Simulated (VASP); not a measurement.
Here is a VASP 6.6.1 calculation.

INCAR

```
PREC     = Accurate       # precision mode
ENCUT    = 520            # plane-wave cutoff, eV
EDIFF    = 1E-7           # SCF threshold, eV
ISMEAR   = 0              # smearing method
SIGMA    = 0.02           # smearing width, eV
LREAL    = False          # projectors in reciprocal space
LASPH    = True           # aspherical terms in the spheres
NELM     = 80             # most SCF steps
ALGO     = Normal         # electronic algorithm
ISIF     = 2              # what is computed and relaxed
LWAVE    = False          # write WAVECAR
LCHARG   = True           # write CHGCAR
LELF     = True           # ELF
LVHAR    = True         
NBANDS   = 15             # bands
```

KPOINTS

```
regular mesh
0
Gamma
  6 6 6
```

File POSCAR:

```
KBr
1.0
    0.0000000000      3.1871867707      3.1871867707
    3.1871867707      0.0000000000      3.1871867707
    3.1871867707      3.1871867707      0.0000000000
K Br
1 1
Direct
    0.0000000000      0.0000000000      0.0000000000
    0.5000000000      0.5000000000      0.5000000000
```

Potentials or basis: VASP PAW LDA potentials, release 64 (K_sv, Br).

The run is started by

```console
$ cat potpaw_LDA.64/K_sv/POTCAR potpaw_LDA.64/Br/POTCAR > POTCAR
$ mpirun -np 1 vasp_std > vasp.out
```

(1) What does it give for the pressure?

(2) Predict the band gap on the k mesh.

## Answers

(1) 0.1 GPa.

(2) 4.33 eV, direct.
